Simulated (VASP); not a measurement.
# PbO (F-43m) in VASP: settings compared

The runs below take PbO through single point, with PBE, r2SCAN.

All numbers are computed with VASP 6.6.1; they aren't measurements. Logs are shortened: lines on timing, memory, paths and dates and some standing lists are left out, and cuts for length are marked.

**1. The cell of the first run**

Symmetry: F-43m, No. 216, cubic system. The conventional cell has a = 5.598 Å, b = 5.598 Å, c = 5.598 Å, α = 90.00°, β = 90.00°, γ = 90.00°. Within 3.2 Å of Pb (site symmetry -43m) lie 4 O at 2.42 Å. Within 3.2 Å of O (site symmetry -43m) lie 4 Pb at 2.42 Å.

**2. Single point, PBE**

File INCAR:

```
PREC = Accurate ; ENCUT = 520
EDIFF = 1E-6 ; ISMEAR = 0
SIGMA = 0.01 ; LREAL = F
LASPH = T ; NELM = 100
ALGO = Normal ; ISIF = 2
LWAVE = F ; LCHARG = F
GGA = PE ; NBANDS = 17
```

File KPOINTS:

```
Automatic mesh
0
Gamma
  6 6 6
```

File POSCAR:

```
PbO
1.0
    0.0000000000      2.7987768021      2.7987768021
    2.7987768021      0.0000000000      2.7987768021
    2.7987768021      2.7987768021      0.0000000000
Pb O
1 1
Direct
    0.0000000000      0.0000000000      0.0000000000
    0.2500000000      0.2500000000      0.2500000000
```

Potentials or basis: VASP PAW PBE potentials, release 64 (Pb_d, O).

Launch:

```sh
$ cat potpaw_PBE.64/Pb_d/POTCAR potpaw_PBE.64/O/POTCAR > POTCAR
$ mpirun -np 1 vasp_std > vasp.out
```

OUTCAR:

```text
PREC = Accurate
   ENCUT = 520
   EDIFF = 1E-6
   ISMEAR = 0
   LREAL = F
   LASPH = T
   NELM = 100
   ISIF = 2
   GGA = PE

 ion  position               nearest neighbor table
   1  0.000  0.000  0.000-   2 2.42   2 2.42   2 2.42   2 2.42
   2  0.250  0.250  0.250-   1 2.42   1 2.42   1 2.42   1 2.42

  LATTYP: Found a face centered cubic cell.
 ALAT       =     5.5975536042

  Lattice vectors:

 A1 = (   0.0000000000,   2.7987768021,   2.7987768021)
 A2 = (   2.7987768021,   0.0000000000,   2.7987768021)
 A3 = (   2.7987768021,   2.7987768021,   0.0000000000)

Analysis of symmetry for initial positions (statically):
=====================================================================
 Subroutine PRICEL returns:
 Original cell was already a primitive cell.

 Routine SETGRP: Setting up the symmetry group for a
 face centered cubic supercell.

 Subroutine GETGRP returns: Found 24 space group operations
 (whereof 24 operations were pure point group operations)
 out of a pool of 48 trial point group operations.

The static configuration has the point symmetry T_d .

Analysis of symmetry for dynamics (positions and initial velocities):
=====================================================================
 Subroutine PRICEL returns:
 Original cell was already a primitive cell.

 Routine SETGRP: Setting up the symmetry group for a
 face centered cubic supercell.

 Subroutine GETGRP returns: Found 24 space group operations
 (whereof 24 operations were pure point group operations)
 out of a pool of 48 trial point group operations.

The dynamic configuration has the point symmetry T_d .

 Subroutine INISYM returns: Found 24 space group operations
 (whereof 24 operations are pure point group operations),
 and found     1 'primitive' translations

----------------------------------------------------------------------------------------

                                     Primitive cell

  volume of cell :      43.8465

  direct lattice vectors                    reciprocal lattice vectors
     0.000000000  2.798776802  2.798776802    -0.178649473  0.178649473  0.178649473
     2.798776802  0.000000000  2.798776802     0.178649473 -0.178649473  0.178649473
     2.798776802  2.798776802  0.000000000     0.178649473  0.178649473 -0.178649473

  length of vectors
     3.958068112  3.958068112  3.958068112     0.309429964  0.309429964  0.309429964

  position of ions in fractional coordinates (direct lattice)
     0.000000000  0.000000000  0.000000000
     0.250000000  0.250000000  0.250000000

  ion indices of the primitive-cell ions
   primitive index   ion index
                 1           1
                 2           2

----------------------------------------------------------------------------------------

 KPOINTS: Automatic mesh

Automatic generation of k-mesh.
 Grid dimensions read from file:
 generate k-points for:    6    6    6

 Generating k-lattice:

  Cartesian coordinates                     Fractional coordinates (reciprocal lattice)
    -0.029774912  0.029774912  0.029774912     0.166666667  0.000000000  0.000000000
     0.029774912 -0.029774912  0.029774912     0.000000000  0.166666667  0.000000000
     0.029774912  0.029774912 -0.029774912     0.000000000  0.000000000  0.166666667

  Length of vectors
     0.051571661  0.051571661  0.051571661

  Shift w.r.t. Gamma in fractional coordinates (k-lattice)
     0.000000000  0.000000000  0.000000000

 Subroutine IBZKPT returns following result:
 ===========================================

 Found     16 irreducible k-points:

 Following reciprocal coordinates:
            Coordinates               Weight
  0.000000  0.000000  0.000000      1.000000
  0.166667  0.000000  0.000000      8.000000
  0.333333  0.000000  0.000000      8.000000
  0.500000  0.000000  0.000000      4.000000
  0.166667  0.166667  0.000000      6.000000
  0.333333  0.166667  0.000000     24.000000
[... 8 lines left out ...]
 -0.333333  0.333333  0.166667     24.000000
 -0.333333  0.500000  0.166667     12.000000
   k-points           NKPTS =     16   k-points in BZ     NKDIM =     16   number of bands    NBANDS=     17
   number of dos      NEDOS =    301   number of ions     NIONS =      2
   total plane-waves  NPLWV =  27000
   dimension x,y,z NGX =    30 NGY =   30 NGZ =   30
   dimension x,y,z NGXF=    60 NGYF=   60 NGZF=   60
   ions per type =               1   1
   NGX,Y,Z   is equivalent  to a cutoff of  12.60, 12.60, 12.60 a.u.
   NGXF,Y,Z  is equivalent  to a cutoff of  25.20, 25.20, 25.20 a.u.
 SYSTEM =  unknown system
   PREC   = accura    normal or accurate (medium, high low for compatibility)
   ISTART =      0    job   : 0-new  1-cont  2-samecut
   ICHARG =      2    charge: 1-file 2-atom 10-const
   ISPIN  =      1    spin polarized calculation?
   LNONCOLLINEAR =      F non collinear calculations
   LSORBIT =      F    spin-orbit coupling
   LASPH  =      T    aspherical Exc in radial PAW
   ENCUT  =  520.0 eV  38.22 Ry    6.18 a.u.   7.36  7.36  7.36*2*pi/ulx,y,z
   NELM   =    100;   NELMIN=  2; NELMDL= -5     # of ELM steps
   EDIFF  = 0.1E-05   stopping-criterion for ELM
   LREAL  =      F    real-space projection
   EDIFFG = 0.1E-04   stopping-criterion for IOM
   NSW    =      0    number of steps for IOM
   IBRION =     -1    ionic relax: 0-MD 1-quasi-New 2-CG
   NFREE  =      0    steps in history (QN), initial steepest desc. (CG)
   ISIF   =      2    stress and relaxation
   ISYM   =      2    0-nonsym 1-usesym 2-fastsym
   POTIM  = 0.5000    time-step for ionic-motion
   TEBEG  =    0.0;   TEEND  =   0.0 temperature during run
   PSTRESS=    0.0 pullay stress
   NELECT =      20.0000    total number of electrons
   NUPDOWN=      -1.0000    fix difference up-down
   EMIN   =  10.00;   EMAX   =-10.00  energy-range for DOS
   EFERMI =   0.00;   METHOD = LEGACY
   ISMEAR =     0;   SIGMA  =   0.01  broadening in eV -4-tet -1-fermi 0-gaus
   EFERMI_NEDOS =   21; number of points for ismear=-14 and -15
   IALGO  =     38    algorithm
   IMIX   =      4    mixing-type and parameters
     AMIX     =   0.40;   BMIX     =  1.00
     AMIX_MAG =   1.60;   BMIX_MAG =  1.00
  volume/ion in A,a.u.               =      21.92       147.95
  Fermi-wavevector in a.u.,A,eV,Ry     =   1.260201  2.381435 21.607509  1.588107
  Thomas-Fermi vector in A             =   2.393723
   LORBIT       =      0    0 simple, 1 ext, 2 COOP (PROOUT), +10 PAW based schemes
   GGA     = PE    functional components
   LHFCALC =     F    Hartree Fock is set to
   AEXX    =    0.0000 exact exchange contribution
   IVDW    =     0    specifies the selected vdW correction
   LEPSILON=     F    determine dielectric tensor
   LRPA    =     F    only Hartree local field effects (RPA)
 non-spin polarized calculation
 Gauss-broadening in eV      SIGMA  =   0.01
  energy-cutoff  :      520.00
  volume of cell :       43.85
 maximum number of plane-waves:      1243
 NGX is ok and might be reduce to    30
   NGX = 15   NGY = 15   NGZ = 15

 number of electron      20.0000003 magnetization

 Free energy of the ion-electron system (eV)
  ---------------------------------------------------
  ext. energy  EPLUGINS =         0.00000000
  ---------------------------------------------------
  free energy    TOTEN  =       -10.34263613 eV

  energy without entropy =      -10.34263613  energy(sigma->0) =      -10.34263613

 E-fermi :   4.7029     XC(G=0):  -9.3317

 val. band max:        4.6581160555   @ k =  -0.3333   0.5000   0.1667
 cond. band min:       5.1294438330   @ k =   0.5000   0.5000   0.0000
 fundamental gap:      0.4713277775
 Fermi energy:         4.7029100897

 k-point     1 :       0.0000    0.0000    0.0000
  band No.  band energies     occupation
      1     -12.9810      2.00000
      2     -11.7027      2.00000
      3     -11.7027      2.00000
      4     -11.7027      2.00000
      5     -11.6048      2.00000
      6     -11.6048      2.00000
[... 9 lines left out ...]
     16      16.8262      0.00000
     17      16.8262      0.00000

 k-point     2 :       0.1667    0.0000    0.0000
  band No.  band energies     occupation
      1     -13.0171      2.00000
      2     -11.6877      2.00000
      3     -11.6877      2.00000
      4     -11.6032      2.00000
      5     -11.6032      2.00000
      6     -11.5376      2.00000
[... 9 lines left out ...]
     16      16.3111      0.00000
     17      16.3217      0.00000

 k-point     3 :       0.3333    0.0000    0.0000
  band No.  band energies     occupation
      1     -13.0883      2.00000
      2     -11.6748      2.00000
      3     -11.6748      2.00000
      4     -11.5827      2.00000
      5     -11.5827      2.00000
      6     -11.1748      2.00000
[... 9 lines left out ...]
     16      16.2669      0.00000
     17      17.7769      0.00000

 k-point     4 :       0.5000    0.0000    0.0000
  band No.  band energies     occupation
      1     -13.1234      2.00000
      2     -11.6758      2.00000
      3     -11.6758      2.00000
      4     -11.5647      2.00000
      5     -11.5647      2.00000
      6     -10.9725      2.00000
[... 9 lines left out ...]
     16      16.5674      0.00000
     17      17.4483      0.00000

 k-point     5 :       0.1667    0.1667    0.0000
  band No.  band energies     occupation
      1     -13.0279      2.00000
      2     -11.6698      2.00000
      3     -11.6698      2.00000
      4     -11.6215      2.00000
      5     -11.5938      2.00000
      6     -11.5012      2.00000
[... 9 lines left out ...]
     16      18.0428      0.00000
     17      18.0428      0.00000

 k-point     6 :       0.3333    0.1667    0.0000
  band No.  band energies     occupation
      1     -13.0842      2.00000
      2     -11.6600      2.00000
      3     -11.6478      2.00000
      4     -11.6191      2.00000
      5     -11.5766      2.00000
      6     -11.2032      2.00000
[... 9 lines left out ...]
     16      17.8747      0.00000
     17      18.5502      0.00000

 k-point     7 :       0.5000    0.1667    0.0000
  band No.  band energies     occupation
      1     -13.1270      2.00000
      2     -11.6698      2.00000
      3     -11.6486      2.00000
      4     -11.5926      2.00000
      5     -11.5642      2.00000
      6     -10.9237      2.00000
[... 9 lines left out ...]
     16      17.3267      0.00000
     17      18.7023      0.00000

 k-point     8 :      -0.3333    0.1667    0.0000
  band No.  band energies     occupation
      1     -13.1159      2.00000
      2     -11.6708      2.00000
      3     -11.6514      2.00000
      4     -11.5894      2.00000
      5     -11.5811      2.00000
      6     -10.9830      2.00000
[... 9 lines left out ...]
     16      16.2978      0.00000
     17      19.1316      0.00000

 k-point     9 :      -0.1667    0.1667    0.0000
  band No.  band energies     occupation
      1     -13.0622      2.00000
      2     -11.6710      2.00000
      3     -11.6683      2.00000
      4     -11.6115      2.00000
      5     -11.5908      2.00000
      6     -11.3039      2.00000
[... 9 lines left out ...]
     16      15.7991      0.00000
     17      18.6671      0.00000

 k-point    10 :       0.3333    0.3333    0.0000
  band No.  band energies     occupation
      1     -13.1159      2.00000
      2     -11.6540      2.00000
      3     -11.6020      2.00000
      4     -11.6020      2.00000
      5     -11.5718      2.00000
      6     -11.0720      2.00000
[... 9 lines left out ...]
     16      19.8615      0.00000
     17      20.5460      0.00000

 k-point    11 :       0.5000    0.3333    0.0000
  band No.  band energies     occupation
      1     -13.1445      2.00000
      2     -11.6593      2.00000
      3     -11.6003      2.00000
      4     -11.5935      2.00000
      5     -11.5630      2.00000
      6     -10.8577      2.00000
[... 9 lines left out ...]
     16      19.2017      0.00000
     17      19.6674      0.00000

 k-point    12 :      -0.3333    0.3333    0.0000
  band No.  band energies     occupation
      1     -13.1412      2.00000
      2     -11.6615      2.00000
      3     -11.6047      2.00000
      4     -11.6045      2.00000
      5     -11.5856      2.00000
      6     -10.8072      2.00000
[... 9 lines left out ...]
     16      17.8667      0.00000
     17      18.9306      0.00000

 k-point    13 :       0.5000    0.5000    0.0000
  band No.  band energies     occupation
      1     -13.1575      2.00000
      2     -11.6718      2.00000
      3     -11.5669      2.00000
      4     -11.5669      2.00000
      5     -11.5609      2.00000
      6     -10.8371      2.00000
[... 9 lines left out ...]
     16      20.2951      0.00000
     17      20.9979      0.00000

 k-point    14 :       0.5000    0.3333    0.1667
  band No.  band energies     occupation
      1     -13.1233      2.00000
      2     -11.6557      2.00000
      3     -11.6346      2.00000
      4     -11.6008      2.00000
      5     -11.5758      2.00000
      6     -10.9500      2.00000
[... 9 lines left out ...]
     16      17.4820      0.00000
     17      19.7020      0.00000

 k-point    15 :      -0.3333    0.3333    0.1667
  band No.  band energies     occupation
      1     -13.1412      2.00000
      2     -11.6614      2.00000
      3     -11.6265      2.00000
      4     -11.5949      2.00000
      5     -11.5730      2.00000
      6     -10.8079      2.00000
[... 9 lines left out ...]
     16      18.1366      0.00000
     17      19.3325      0.00000

 k-point    16 :      -0.3333    0.5000    0.1667
  band No.  band energies     occupation
      1     -13.1512      2.00000
      2     -11.6537      2.00000
      3     -11.6242      2.00000
      4     -11.5796      2.00000
      5     -11.5644      2.00000
      6     -10.7754      2.00000
[... 9 lines left out ...]
     16      17.8404      0.00000
     17      19.5757      0.00000

------------------------ aborting loop because EDIFF is reached ----------------------------------------

  FORCE on cell =-STRESS in cart. coord.  units (eV):
  Direction    XX          YY          ZZ          XY          YZ          ZX
  --------------------------------------------------------------------------------------
  -------------------------------------------------------------------------------------
  Total        0.6504704      0.6504704      0.6504704     -0.0000000     -0.0000000      0.0000000
  in kB       23.7685845     23.7685845     23.7685845     -0.0000000     -0.0000000      0.0000000
  external PRESSURE =      23.7685845 kB  Pullay stress =       0.0000000 kB

 VOLUME and BASIS-vectors are now :
 -----------------------------------------------------------------------------
  energy-cutoff  :      520.00
  volume of cell :       43.85
      direct lattice vectors                 reciprocal lattice vectors
     0.000000000  2.798776802  2.798776802    -0.178649473  0.178649473  0.178649473
     2.798776802  0.000000000  2.798776802     0.178649473 -0.178649473  0.178649473
     2.798776802  2.798776802  0.000000000     0.178649473  0.178649473 -0.178649473

 POSITION                                       TOTAL-FORCE (eV/Angst)
 -----------------------------------------------------------------------------------
      0.00000      0.00000      0.00000         0.000000      0.000000      0.000000
      1.39939      1.39939      1.39939        -0.000000     -0.000000     -0.000000
 -----------------------------------------------------------------------------------
    total drift:                                0.000000      0.000000      0.000000

  FREE ENERGIE OF THE ION-ELECTRON SYSTEM (eV)
  ---------------------------------------------------
  free  energy   TOTEN  =       -10.3426361335 eV

  energy  without entropy=      -10.3426361335  energy(sigma->0) =      -10.34263613
```

Wall time 12 s (1 thread of AMD EPYC 7R13 (Zen 3), shared host); peak memory 0.14 GiB.

Results:

```
Free energy            : -10.3426 eV
Pressure               : 2.4 GPa
Band gap on the k mesh : 0.47 eV, indirect (least direct gap 0.61 eV)
```

Caveat: spin-orbit coupling is left out, which moves the levels of the heavy elements.

**3. Single point, PBE**

File INCAR:

```
SYSTEM = PbO
PREC = Accurate ; ENCUT = 520
EDIFF = 1E-6 ; ISMEAR = 0
SIGMA = 0.01 ; LREAL = .FALSE.
LASPH = .TRUE. ; NELM = 80
ALGO = Normal ; ISIF = 2
LWAVE = .FALSE. ; LCHARG = .FALSE.
GGA = PE ; NBANDS = 17
```

File KPOINTS:

```
Automatic mesh
0
G
  6 6 6
  0 0 0
```

POSCAR is that of step 2.

Potentials or basis: VASP PAW PBE potentials, release 64 (Pb_d, O).

Launch:

```sh
$ cat potpaw_PBE.64/Pb_d/POTCAR potpaw_PBE.64/O/POTCAR > POTCAR
$ mpirun -np 1 vasp_std > vasp.out
```

Run time: 13 s. Hardware: 1 thread of AMD EPYC 7R13 (Zen 3), shared host; peak memory 0.14 GiB.

It converged, with:

```yaml
Free_energy: -10.3426 eV
Pressure: 2.4 GPa
Band_gap_on_the_k_mesh: 0.47 eV, indirect (least direct gap 0.61 eV)
```

Levels at points of the mesh, in eV from the valence-band top:
```
           k point  band 6  band 7  band 8  band 9  band 10  band 11  band 12  band 13  band 14  band 15
(0.00, 0.00, 0.00)  -16.26   -6.81   -2.24   -2.24    -2.24     5.31     5.31     5.31     8.20    12.17
(0.50, 0.00, 0.00)  -15.63   -7.84   -2.71   -2.71    -2.18     2.46     5.51     5.51     8.80    11.91
(0.50, 0.50, 0.00)  -15.50   -7.83   -3.49   -3.49    -0.14     0.47     5.91     5.91     6.42    11.03
```

Caveat: spin-orbit coupling is left out, which moves the levels of the heavy elements. Expect the measured gap to be larger: semilocal functionals such as PBE lack the derivative discontinuity.

(Continued in part 2 of 2.)
